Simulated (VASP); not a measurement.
# PbSe (rocksalt type) (Fm-3m) in VASP: further runs, part 3 of 3

VASP 6.6.1. The steps go on from the part before.

### 5 Electric field gradients, PBE

This run uses another cell than the first one, of 30.02 Å³/atom.

File INCAR:

```
SYSTEM = PbSe
PREC = Accurate ; ENCUT = 520
EDIFF = 1E-8 ; ISMEAR = -1
SIGMA = 0.03 ; LREAL = .False.
LASPH = .True. ; NELM = 60
ALGO = Normal ; ISIF = 2
LWAVE = .False. ; LCHARG = .False.
GGA = PE ; LEFG = .True.
NBANDS = 17
```

File KPOINTS:

```
Automatic mesh
0
Gamma
  10 10 10
  0 0 0
```

File POSCAR:

```
PbSe
1.0
    0.0000000000      3.1079612655      3.1079612655
    3.1079612655      0.0000000000      3.1079612655
    3.1079612655      3.1079612655      0.0000000000
Pb Se
1 1
Direct
    0.0000000000      0.0000000000      0.0000000000
    0.5000000000      0.5000000000      0.5000000000
```

Potentials or basis: VASP PAW PBE potentials, release 64 (Pb_d, Se).

The run is started by

```console
$ cat potpaw_PBE.64/Pb_d/POTCAR potpaw_PBE.64/Se/POTCAR > POTCAR
$ mpirun -np 1 vasp_std > vasp.out
```

OUTCAR:

```text
SYSTEM = PbSe
   PREC = Accurate
   ENCUT = 520
   EDIFF = 1E-8
   ISMEAR = -1
   LREAL = .False.
   LASPH = .True.
   NELM = 60
   ISIF = 2
   GGA = PE

 ion  position               nearest neighbor table
   1  0.000  0.000  0.000-   2 3.11   2 3.11   2 3.11   2 3.11   2 3.11   2 3.11
   2  0.500  0.500  0.500-   1 3.11   1 3.11   1 3.11   1 3.11   1 3.11   1 3.11

  LATTYP: Found a face centered cubic cell.
 ALAT       =     6.2159225310

  Lattice vectors:

 A1 = (   0.0000000000,   3.1079612655,   3.1079612655)
 A2 = (   3.1079612655,   0.0000000000,   3.1079612655)
 A3 = (   3.1079612655,   3.1079612655,   0.0000000000)

Analysis of symmetry for initial positions (statically):
=====================================================================
 Subroutine PRICEL returns:
 Original cell was already a primitive cell.

 Routine SETGRP: Setting up the symmetry group for a
 face centered cubic supercell.

[... 669 lines left out ...]
      direct lattice vectors                 reciprocal lattice vectors
     0.000000000  3.107961266  3.107961266    -0.160877166  0.160877166  0.160877166
     3.107961266  0.000000000  3.107961266     0.160877166 -0.160877166  0.160877166
     3.107961266  3.107961266  0.000000000     0.160877166  0.160877166 -0.160877166

 POSITION                                       TOTAL-FORCE (eV/Angst)
 -----------------------------------------------------------------------------------
      0.00000      0.00000      0.00000         0.000000      0.000000      0.000000
      3.10796      3.10796      3.10796         0.000000      0.000000      0.000000
 -----------------------------------------------------------------------------------
    total drift:                                0.000000      0.000000      0.000000

  FREE ENERGIE OF THE ION-ELECTRON SYSTEM (eV)
  ---------------------------------------------------
  free  energy   TOTEN  =        -8.1981534502 eV

  energy  without entropy=       -8.1981506442  energy(sigma->0) =       -8.19815205

 Electric field gradients (V/A^2)
---------------------------------------------------------------------
 ion       V_xx      V_yy      V_zz      V_xy      V_xz      V_yz
---------------------------------------------------------------------
   1      -0.000    -0.000     0.000     0.000     0.000     0.000
   2      -0.000    -0.000     0.000     0.000     0.000     0.000
---------------------------------------------------------------------

 Electric field gradients after diagonalization (V/A^2)
 (convention: |V_zz| > |V_xx| > |V_yy|)
----------------------------------------------------------------------
 ion       V_xx      V_yy      V_zz     asymmetry (V_yy - V_xx)/ V_zz
----------------------------------------------------------------------
   1      -0.000    -0.000     0.001       0.000
   2      -0.000    -0.000     0.001       0.000
----------------------------------------------------------------------

           NMR quadrupolar parameters

 Cq : quadrupolar parameter    Cq=e*Q*V_zz/h
 eta: asymmetry parameters     (V_yy - V_xx)/ V_zz
 Q  : nuclear electric quadrupole moment in mb (millibarn)
----------------------------------------------------------------------
 ion       Cq(MHz)       eta       Q (mb)
----------------------------------------------------------------------
   1       0.000       0.000       1.000
   2       0.000       0.000       1.000
----------------------------------------------------------------------
```

OSZICAR:

```text
N       E                     dE             d eps       ncg     rms          rms(c)
DAV:   1     0.155917864792E+03    0.15592E+03   -0.94783E+03  1606   0.121E+03
DAV:   2     0.290468125068E+01   -0.15301E+03   -0.14752E+03  1703   0.301E+02
DAV:   3    -0.822966152027E+01   -0.11134E+02   -0.11056E+02  2005   0.874E+01
DAV:   4    -0.851064818837E+01   -0.28099E+00   -0.28070E+00  2025   0.155E+01
DAV:   5    -0.851967099989E+01   -0.90228E-02   -0.90221E-02  2266   0.271E+00    0.271E+00
DAV:   6    -0.819882433733E+01    0.32085E+00   -0.81210E-01  2394   0.588E+00    0.147E+00
DAV:   7    -0.819490061650E+01    0.39237E-02   -0.12867E-01  1904   0.167E+00    0.841E-01
DAV:   8    -0.819868119009E+01   -0.37806E-02   -0.15038E-02  1926   0.129E+00    0.195E-01
DAV:   9    -0.819805230147E+01    0.62889E-03   -0.33537E-03  2436   0.527E-01    0.606E-02
DAV:  10    -0.819814504170E+01   -0.92740E-04   -0.25487E-04  1852   0.913E-02    0.217E-02
DAV:  11    -0.819815332626E+01   -0.82846E-05   -0.56263E-05  2111   0.764E-02    0.866E-03
DAV:  12    -0.819815337219E+01   -0.45931E-07   -0.29053E-06  2021   0.117E-02    0.198E-03
DAV:  13    -0.819815340435E+01   -0.32152E-07   -0.20603E-07  2033   0.406E-03    0.520E-04
DAV:  14    -0.819815344176E+01   -0.37412E-07   -0.80075E-08  1770   0.138E-03    0.159E-04
DAV:  15    -0.819815345017E+01   -0.84103E-08   -0.91663E-10  1750   0.258E-04
   1 F= -.81981535E+01 E0= -.81981520E+01  d E =-.280601E-05
```

stdout:

```text
POSCAR found type information on POSCAR PbSe
 POSCAR found :  2 types and       2 ions
 scaLAPACK will be used
 LDA part: xc-table for (Slater+PW92), standard interpolation
 POSCAR, INCAR and KPOINTS ok, starting setup
 FFT: planning ... GRIDC
 FFT: planning ... GRID_SOFT
 FFT: planning ... GRID
 WAVECAR not read
 entering main loop
ion   1

ion   2
```

Wall time 1.7 min (1 thread of Intel Xeon 8259CL, shared host); peak memory 0.23 GiB.

What came out:

| Quantity | Value |
| --- | --- |
| Free energy | -8.1982 eV |
| Pressure | 0.0 GPa |
| Band gap on the k mesh | 0.44 eV |
| Largest electric field gradient by atom | under 0.05 V/Å² on every atom |

Caveat: spin-orbit coupling is left out, which moves the levels of the heavy elements.

### 6 Overview

```csv
cell,gap on the mesh (eV),pressure (GPa)
"a = 4.321 Å, angles 60.0°, 2 atoms",0.27,2.7
"a = 4.358 Å, angles 60.0°, 2 atoms",0.36,1.3
"a = 4.395 Å, angles 60.0°, 2 atoms",0.44,0.0
```

Alike in all rows: task electric field gradients; level PBE; potentials or basis VASP PAW PBE potentials, release 64 (Pb_d, Se); no spin polarisation; k mesh 10 × 10 × 10; cutoff (eV) 520; smearing fermi-dirac 0.03 eV.

Caveats: spin-orbit coupling is left out, which moves the levels of the heavy elements.

Absolute energies hang on the potentials; compare differences alone.
